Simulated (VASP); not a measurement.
# Rb (Im-3m) in VASP: notebook

Aim: see how the results for Rb move with the level of theory and the settings. Levels: PBE, r2SCAN. Tasks: single point.

All numbers are computed with VASP 6.6.1; they aren't measurements. Logs are shortened: lines on timing, memory, paths and dates and some standing lists are left out, and cuts for length are marked.

**1. The cell of the first run**

The structure is cubic, space group Im-3m (No. 229). Conventional cell: a = 5.679 Å, b = 5.679 Å, c = 5.679 Å, α = 90.00°, β = 90.00°, γ = 90.00°.

**2. Single point, PBE**

File INCAR:

```
SYSTEM = Rb
PREC     = Accurate       ! precision mode
ENCUT    = 520            ! plane-wave cutoff, eV
EDIFF    = 1E-7           ! SCF threshold, eV
ISMEAR   = -1             ! smearing method
SIGMA    = 0.05           ! smearing width, eV
LREAL    = .False.        ! projectors in reciprocal space
LASPH    = .True.         ! aspherical terms in the spheres
NELM     = 100            ! most SCF steps
ALGO     = Fast           ! electronic algorithm
ISIF     = 2              ! what is computed and relaxed
LWAVE    = .False.        ! write WAVECAR
LCHARG   = .False.        ! write CHGCAR
GGA      = PE             ! functional
NBANDS   = 10             ! bands
```

File KPOINTS:

```
Automatic mesh
0
Gamma
  7 7 7
  0 0 0
```

File POSCAR:

```
Rb
1.0
   -2.8393792292      2.8393792292      2.8393792292
    2.8393792292     -2.8393792292      2.8393792292
    2.8393792292      2.8393792292     -2.8393792292
Rb
1
Direct
    0.0000000000      0.0000000000      0.0000000000
```

Potentials or basis: VASP PAW PBE potentials, release 64 (Rb_sv).

Launch:

```sh
cat potpaw_PBE.64/Rb_sv/POTCAR > POTCAR
mpirun -np 1 vasp_std > vasp.out
```

OUTCAR:

```text
SYSTEM = Rb
   PREC = Accurate
   ENCUT = 520
   EDIFF = 1E-7
   ISMEAR = -1
   LREAL = .False.
   LASPH = .True.
   NELM = 100
   ISIF = 2
   GGA = PE

 ion  position               nearest neighbor table
   1  0.000  0.000  0.000-

  LATTYP: Found a body centered cubic cell.
 ALAT       =     5.6787584584

  Lattice vectors:

 A1 = (  -2.8393792292,   2.8393792292,   2.8393792292)
 A2 = (   2.8393792292,  -2.8393792292,   2.8393792292)
 A3 = (   2.8393792292,   2.8393792292,  -2.8393792292)

Analysis of symmetry for initial positions (statically):
=====================================================================
 Subroutine PRICEL returns:
 Original cell was already a primitive cell.

 Routine SETGRP: Setting up the symmetry group for a
 body centered cubic supercell.

 Subroutine GETGRP returns: Found 48 space group operations
 (whereof 48 operations were pure point group operations)
 out of a pool of 48 trial point group operations.

The static configuration has the point symmetry O_h .

Analysis of symmetry for dynamics (positions and initial velocities):
=====================================================================
 Subroutine PRICEL returns:
 Original cell was already a primitive cell.

 Routine SETGRP: Setting up the symmetry group for a
 body centered cubic supercell.

 Subroutine GETGRP returns: Found 48 space group operations
 (whereof 48 operations were pure point group operations)
 out of a pool of 48 trial point group operations.

The dynamic configuration has the point symmetry O_h .

 Subroutine INISYM returns: Found 48 space group operations
 (whereof 48 operations are pure point group operations),
 and found     1 'primitive' translations

----------------------------------------------------------------------------------------

                                     Primitive cell

  volume of cell :      91.5651

  direct lattice vectors                    reciprocal lattice vectors
    -2.839379229  2.839379229  2.839379229     0.000000000  0.176094829  0.176094829
     2.839379229 -2.839379229  2.839379229     0.176094829  0.000000000  0.176094829
     2.839379229  2.839379229 -2.839379229     0.176094829  0.176094829  0.000000000

  length of vectors
     4.917949087  4.917949087  4.917949087     0.249035696  0.249035696  0.249035696

  position of ions in fractional coordinates (direct lattice)
     0.000000000  0.000000000  0.000000000

  ion indices of the primitive-cell ions
   primitive index   ion index
                 1           1

----------------------------------------------------------------------------------------

 KPOINTS: Automatic mesh

Automatic generation of k-mesh.
 Grid dimensions read from file:
 generate k-points for:    7    7    7

 Generating k-lattice:

  Cartesian coordinates                     Fractional coordinates (reciprocal lattice)
     0.000000000  0.025156404  0.025156404     0.142857143  0.000000000  0.000000000
     0.025156404  0.000000000  0.025156404     0.000000000  0.142857143  0.000000000
     0.025156404  0.025156404  0.000000000     0.000000000  0.000000000  0.142857143

  Length of vectors
     0.035576528  0.035576528  0.035576528

  Shift w.r.t. Gamma in fractional coordinates (k-lattice)
     0.000000000  0.000000000  0.000000000

 Subroutine IBZKPT returns following result:
 ===========================================

 Found     20 irreducible k-points:

 Following reciprocal coordinates:
            Coordinates               Weight
  0.000000  0.000000  0.000000      1.000000
  0.142857  0.000000  0.000000     12.000000
  0.285714  0.000000  0.000000     12.000000
  0.428571  0.000000  0.000000     12.000000
  0.142857  0.142857  0.000000     24.000000
  0.285714  0.142857 -0.000000     48.000000
[... 12 lines left out ...]
 -0.428571 -0.428571  0.285714      8.000000
 -0.428571  0.428571  0.428571      6.000000
   k-points           NKPTS =     20   k-points in BZ     NKDIM =     20   number of bands    NBANDS=     10
   number of dos      NEDOS =    301   number of ions     NIONS =      1
   total plane-waves  NPLWV =  64000
   dimension x,y,z NGX =    40 NGY =   40 NGZ =   40
   dimension x,y,z NGXF=    80 NGYF=   80 NGZF=   80
   ions per type =               1
   NGX,Y,Z   is equivalent  to a cutoff of  13.52, 13.52, 13.52 a.u.
   NGXF,Y,Z  is equivalent  to a cutoff of  27.04, 27.04, 27.04 a.u.
 SYSTEM =  Rb
   PREC   = accura    normal or accurate (medium, high low for compatibility)
   ISTART =      0    job   : 0-new  1-cont  2-samecut
   ICHARG =      2    charge: 1-file 2-atom 10-const
   ISPIN  =      1    spin polarized calculation?
   LNONCOLLINEAR =      F non collinear calculations
   LSORBIT =      F    spin-orbit coupling
   LASPH  =      T    aspherical Exc in radial PAW
   ENCUT  =  520.0 eV  38.22 Ry    6.18 a.u.   9.14  9.14  9.14*2*pi/ulx,y,z
   NELM   =    100;   NELMIN=  2; NELMDL= -5     # of ELM steps
   EDIFF  = 0.1E-06   stopping-criterion for ELM
   LREAL  =      F    real-space projection
   EDIFFG = 0.1E-05   stopping-criterion for IOM
   NSW    =      0    number of steps for IOM
   IBRION =     -1    ionic relax: 0-MD 1-quasi-New 2-CG
   NFREE  =      0    steps in history (QN), initial steepest desc. (CG)
   ISIF   =      2    stress and relaxation
   ISYM   =      2    0-nonsym 1-usesym 2-fastsym
   POTIM  = 0.5000    time-step for ionic-motion
   TEBEG  =    0.0;   TEEND  =   0.0 temperature during run
   PSTRESS=    0.0 pullay stress
   NELECT =       9.0000    total number of electrons
   NUPDOWN=      -1.0000    fix difference up-down
   EMIN   =  10.00;   EMAX   =-10.00  energy-range for DOS
   EFERMI =   0.00;   METHOD = LEGACY
   ISMEAR =    -1;   SIGMA  =   0.05  broadening in eV -4-tet -1-fermi 0-gaus
   EFERMI_NEDOS =   21; number of points for ismear=-14 and -15
   IALGO  =     68    algorithm
   IMIX   =      4    mixing-type and parameters
     AMIX     =   0.40;   BMIX     =  1.00
     AMIX_MAG =   1.60;   BMIX_MAG =  1.00
  volume/ion in A,a.u.               =      91.57       617.91
  Fermi-wavevector in a.u.,A,eV,Ry     =   0.755519  1.427725  7.766335  0.570810
  Thomas-Fermi vector in A             =   1.853432
   LORBIT       =      0    0 simple, 1 ext, 2 COOP (PROOUT), +10 PAW based schemes
   GGA     = PE    functional components
   LHFCALC =     F    Hartree Fock is set to
   AEXX    =    0.0000 exact exchange contribution
   IVDW    =     0    specifies the selected vdW correction
   LEPSILON=     F    determine dielectric tensor
   LRPA    =     F    only Hartree local field effects (RPA)
 non-spin polarized calculation
 RMM-DIIS sequential band-by-band and
  energy-cutoff  :      520.00
  volume of cell :       91.57
 maximum number of plane-waves:      2491
 NGX is ok and might be reduce to    40
   NGX = 19   NGY = 19   NGZ = 19

 number of electron       9.0000000 magnetization

 Free energy of the ion-electron system (eV)
  ---------------------------------------------------
  ext. energy  EPLUGINS =         0.00000000
  ---------------------------------------------------
  free energy    TOTEN  =        -0.94200078 eV

  energy without entropy =       -0.93402742  energy(sigma->0) =       -0.93801410

 E-fermi :  -0.0091     XC(G=0):  -5.4514

 val. band max:       -0.0581275121   @ k =  -0.2857   0.4286   0.1429
 cond. band min:       0.0979990222   @ k =  -0.4286   0.4286   0.1429
 fundamental gap:      0.1561265343
 Fermi energy:        -0.0091258689

 k-point     1 :       0.0000    0.0000    0.0000
  band No.  band energies     occupation
      1     -28.9081      2.00000
      2     -12.9509      2.00000
      3     -12.9509      2.00000
      4     -12.9509      2.00000
      5      -1.9656      2.00000
      6       3.6717      0.00000
      7       3.6717      0.00000
      8       3.6717      0.00000
      9       4.5994      0.00000
     10       4.5994      0.00000

 k-point     2 :       0.1429    0.0000    0.0000
  band No.  band energies     occupation
      1     -28.9073      2.00000
      2     -12.9688      2.00000
      3     -12.9568      2.00000
      4     -12.9509      2.00000
      5      -1.7280      2.00000
      6       3.2439      0.00000
      7       3.3744      0.00000
      8       3.8908      0.00000
      9       4.3368      0.00000
     10       4.5274      0.00000

 k-point     3 :       0.2857    0.0000    0.0000
  band No.  band energies     occupation
      1     -28.9056      2.00000
      2     -13.0086      2.00000
      3     -12.9701      2.00000
      4     -12.9508      2.00000
      5      -1.0591      2.00000
      6       2.1869      0.00000
      7       2.9026      0.00000
      8       4.4519      0.00000
      9       4.5263      0.00000
     10       4.5469      0.00000

 k-point     4 :       0.4286    0.0000    0.0000
  band No.  band energies     occupation
      1     -28.9042      2.00000
      2     -13.0398      2.00000
      3     -12.9807      2.00000
      4     -12.9508      2.00000
      5      -0.1080      1.75686
      6       1.1255      0.00000
      7       2.6195      0.00000
      8       4.3019      0.00000
      9       4.8765      0.00000
     10       5.5557      0.00000
[... 170 lines left out ...]
 k-point    18 :      -0.4286    0.4286    0.2857
  band No.  band energies     occupation
      1     -28.9022      2.00000
      2     -13.0249      2.00000
      3     -13.0025      2.00000
      4     -12.9927      2.00000
      5       0.5979      0.00001
      6       1.4235      0.00000
      7       2.6828      0.00000
      8       2.9826      0.00000
      9       3.8707      0.00000
     10       5.5068      0.00000

 k-point    19 :      -0.4286   -0.4286    0.2857
  band No.  band energies     occupation
      1     -28.9016      2.00000
      2     -13.0192      2.00000
      3     -13.0192      2.00000
      4     -12.9957      2.00000
      5       1.1869      0.00000
      6       1.1869      0.00000
      7       2.1654      0.00000
      8       3.5832      0.00000
      9       3.5832      0.00000
     10       5.2164      0.00000

 k-point    20 :      -0.4286    0.4286    0.4286
  band No.  band energies     occupation
      1     -28.9011      2.00000
      2     -13.0175      2.00000
      3     -13.0145      2.00000
      4     -13.0145      2.00000
      5       1.0881      0.00000
      6       1.3484      0.00000
      7       3.0508      0.00000
      8       3.1739      0.00000
      9       3.1739      0.00000
     10       5.3176      0.00000

------------------------ aborting loop because EDIFF is reached ----------------------------------------

  FORCE on cell =-STRESS in cart. coord.  units (eV):
  Direction    XX          YY          ZZ          XY          YZ          ZX
  --------------------------------------------------------------------------------------
  -------------------------------------------------------------------------------------
  Total       -0.0123581     -0.0123581     -0.0123581     -0.0000000     -0.0000000     -0.0000000
  in kB       -0.2162388     -0.2162388     -0.2162388     -0.0000000     -0.0000000     -0.0000000
  external PRESSURE =      -0.2162388 kB  Pullay stress =       0.0000000 kB

 VOLUME and BASIS-vectors are now :
 -----------------------------------------------------------------------------
  energy-cutoff  :      520.00
  volume of cell :       91.57
      direct lattice vectors                 reciprocal lattice vectors
    -2.839379229  2.839379229  2.839379229     0.000000000  0.176094829  0.176094829
     2.839379229 -2.839379229  2.839379229     0.176094829  0.000000000  0.176094829
     2.839379229  2.839379229 -2.839379229     0.176094829  0.176094829  0.000000000

 POSITION                                       TOTAL-FORCE (eV/Angst)
 -----------------------------------------------------------------------------------
      0.00000      0.00000      0.00000        -0.000000     -0.000000     -0.000000
 -----------------------------------------------------------------------------------
    total drift:                               -0.000000     -0.000000     -0.000000

  FREE ENERGIE OF THE ION-ELECTRON SYSTEM (eV)
  ---------------------------------------------------
  free  energy   TOTEN  =        -0.9420007762 eV

  energy  without entropy=       -0.9340274174  energy(sigma->0) =       -0.93801410
```

Wall time 23 s (1 thread of Intel Xeon Platinum 8375C at 2.90GHz (Ice Lake), shared host); peak memory 0.22 GiB.

Results:

```
Free energy : -0.9420 eV
Pressure    : 0.0 GPa
```

Levels at points of the mesh, in eV from the Fermi level:
```csv
k point,band 3,band 4,band 5,band 6,band 7,band 8
"(0.00, 0.00, 0.00)",-12.94,-12.94,-1.96,3.68,3.68,3.68
```

(Continued in part 2 of 2.)
